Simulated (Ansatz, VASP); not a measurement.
Ni3Pt in VASP and in Ansatz

Contents of INCAR:

```
  PREC = Accurate
  ENCUT = 520
  EDIFF = 1E-6
  ISMEAR = -1
  SIGMA = 0.05
  LREAL = F
  LASPH = T
  NELM = 60
  ALGO = Normal
  ISIF = 2
  LWAVE = F
  LCHARG = T
  LELF = T
  LVHAR = T
  NBANDS = 28
```

File KPOINTS:

```
regular mesh
0
Gamma
  9 9 9
```

The input POSCAR:

```
Ni3Pt
1.0
    3.6956547748      0.0000000000      0.0000000000
    0.0000000000      3.6956547748      0.0000000000
    0.0000000000      0.0000000000      3.6956547748
Ni Pt
3 1
Direct
    0.5000000000      0.0000000000      0.5000000000
    0.0000000000      0.5000000000      0.5000000000
    0.5000000000      0.5000000000      0.0000000000
    0.0000000000      0.0000000000      0.0000000000
```

Input for Ansatz:

```yaml
crystal:
  lattice:
    - [3.6956547748, 0.0, 0.0]
    - [0.0, 3.6956547748, 0.0]
    - [0.0, 0.0, 3.6956547748]
  atoms:
    - { symbol: Ni, position: [0.5, 0.0, 0.5] }
    - { symbol: Ni, position: [0.0, 0.5, 0.5] }
    - { symbol: Ni, position: [0.5, 0.5, 0.0] }
    - { symbol: Pt, position: [0.0, 0.0, 0.0] }
kpoints:
  mp_grid: { grid: [9, 9, 9] }
scf:
  occupations: { method: fermi_dirac, width: 0.05 }
  lower_state_search: "off"
hamiltonian:
  xc: lda
  pseudopotentials: { kind: paw }
output:
  forces: true
  stress: true
  eigenvalues: true
  write_density: true
  write_potential: true
  elf: true
  volumetric_format: npy
```

Change from the starting cell: volume scaled by 1.06, no spin polarisation, PAW files.

Alike in both runs: task single point; functional LDA; k mesh 9 × 9 × 9; occupations fermi-dirac, width 0.05 eV; no spin polarisation.

|  | VASP | Ansatz |
| --- | --- | --- |
| version | VASP 6.6.1 | Ansatz 0.2.0 |
| potentials or method | VASP PAW LDA potentials, release 64 (Ni, Pt) | PAW with Ansatz's default frozen-core files, scalar-relativistic |
| plane-wave cutoff (eV) | 520 | 420 |
| valence electrons in the cell | 40 | 72 |

```csv
,VASP,Ansatz,Ansatz less VASP
pressure (GPa),-22.8,-23.3,-0.44
```

LDA's correlation is that of Perdew and Zunger in VASP and of Perdew and Wang (1992) in Ansatz. VASP's potentials hold 40 valence electrons a cell and Ansatz's 72, so a difference there can come from the potentials and not from the codes.

Spin-orbit coupling is off throughout.
